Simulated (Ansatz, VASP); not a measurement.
Two plane-wave programs on Fe3Rh

Contents of INCAR:

```
SYSTEM = Fe3Rh
PREC = Accurate ; ENCUT = 520
EDIFF = 1E-6 ; ISMEAR = -1
SIGMA = 0.1 ; LREAL = .False.
LASPH = .True. ; NELM = 150
ALGO = Normal ; ISIF = 2
LWAVE = .False. ; LCHARG = .False.
ISPIN = 2 ; MAGMOM = 3.5 3.5 3.5 0
LORBIT = 11 ; LMAXMIX = 4
NBANDS = 32
```

KPOINTS

```
regular mesh
0
Gamma
  8 8 8
  0 0 0
```

Contents of POSCAR:

```
Fe3Rh
1.0
    4.1442160000      0.0000000000      0.0000000000
    2.0721080000      3.5889963348      0.0000000000
    2.0721080000      1.1963321116      3.3837381946
Fe Rh
3 1
Direct
    0.7500000000      0.7500000000      0.7500000000
    0.2500000000      0.2500000000      0.2500000000
    0.0000000000      0.0000000000      0.0000000000
    0.5000000000      0.5000000000      0.5000000000
```

Input for Ansatz:

```yaml
crystal:
  lattice:
    - [4.144216, 0.0, 0.0]
    - [2.0721080000000005, 3.588996334769931, 0.0]
    - [2.0721080000000005, 1.1963321115899772, 3.383738194625977]
  atoms:
    - { symbol: Fe, position: [0.7499999999999998, 0.7500000000000001, 0.75] }
    - { symbol: Fe, position: [0.24999999999999994, 0.25000000000000006, 0.25] }
    - { symbol: Fe, position: [0.0, 0.0, 0.0] }
    - { symbol: Rh, position: [0.4999999999999999, 0.5000000000000001, 0.5] }
kpoints:
  mp_grid:
    grid: [8, 8, 8]
hamiltonian:
  xc: lda
  pseudopotentials:
    kind: paw
magnetization:
  spin_polarized: true
  per_species:
    Fe: 3.5
scf:
  occupations:
    method: fermi_dirac
    width: 0.1
output:
  forces: true
  stress: true
  eigenvalues: true
```

Alike in both runs: task single point; functional LDA; k mesh 8 × 8 × 8; occupations fermi-dirac, width 0.1 eV; collinear spin.

```csv
,VASP,Ansatz
version,VASP 6.6.1,Ansatz 0.2.0
potentials or method,"VASP PAW LDA potentials, release 64 (Fe, Rh_pv)","plane waves, PAW"
plane-wave cutoff (eV),520,420
valence electrons in the cell,39,65
```

|  | VASP | Ansatz | Ansatz less VASP |
| --- | --- | --- | --- |
| gap on the k mesh at the Fermi level (eV) | none | none | - |
| pressure (GPa) | -15.0 | -14.4 | +0.57 |
| net moment per atom (μB) | 2.20 | 2.23 | +0.038 |
| size of the moment on the site where the two differ most (μB) | 2.70 | 2.78 | +0.082 |

LDA's correlation is that of Perdew and Zunger in VASP and of Perdew and Wang (1992) in Ansatz. Site moments also hang on the region over which each program counts them. A gap of «none» marks a metal or a gap that the smearing closes. VASP's potentials hold 39 valence electrons a cell and Ansatz's 65, so a difference there can come from the potentials and not from the codes.
